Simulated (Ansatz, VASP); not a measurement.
## Two plane-wave programs on SnSe

```xyz
2
Lattice="0.0000 2.9466 2.9466 2.9466 0.0000 2.9466 2.9466 2.9466 0.0000" Properties=species:S:1:pos:R:3 pbc="T T T"
Sn    0.0000    0.0000    0.0000
Se    2.9466    2.9466    2.7216
```

Change from the starting cell: all Se atoms moved +0.225 Å, as atom 2 towards its neighbour atom 1 (Sn) at 2.947 Å.

Alike in both runs: task single point; functional LDA; k mesh 8 × 8 × 8; occupations gaussian, width 0.05 eV; no spin polarisation.

```csv
,VASP,Ansatz
version,VASP 6.6.1,Ansatz 0.2.0
potentials or method,"VASP PAW LDA potentials, release 64 (Sn_d, Se), cutoff 520 eV","scalar-relativistic, plane waves, PAW"
valence electrons in the cell,20,30
```

|  | VASP | Ansatz | Ansatz less VASP |
| --- | --- | --- | --- |
| gap on the k mesh at the Fermi level (eV) | 0.78 | 0.79 | +0.011 |
| least direct gap on the mesh (eV) | 0.88 | 0.89 | +0.006 |
| pressure (GPa) | 1.0 | 0.9 | -0.14 |
| traceless stress, the component that is largest in VASP (GPa) | 1.34 | 1.32 | -0.015 |
| rms of the force components (eV/Å) | 0.168 | 0.160 | -0.0079 |

LDA's correlation is that of Perdew and Zunger in VASP and of Perdew and Wang (1992) in Ansatz. Atom by atom the forces differ by 0.008 eV/Å (rms over components). VASP's potentials hold 20 valence electrons a cell and Ansatz's 30, so a difference there can come from the potentials and not from the codes.
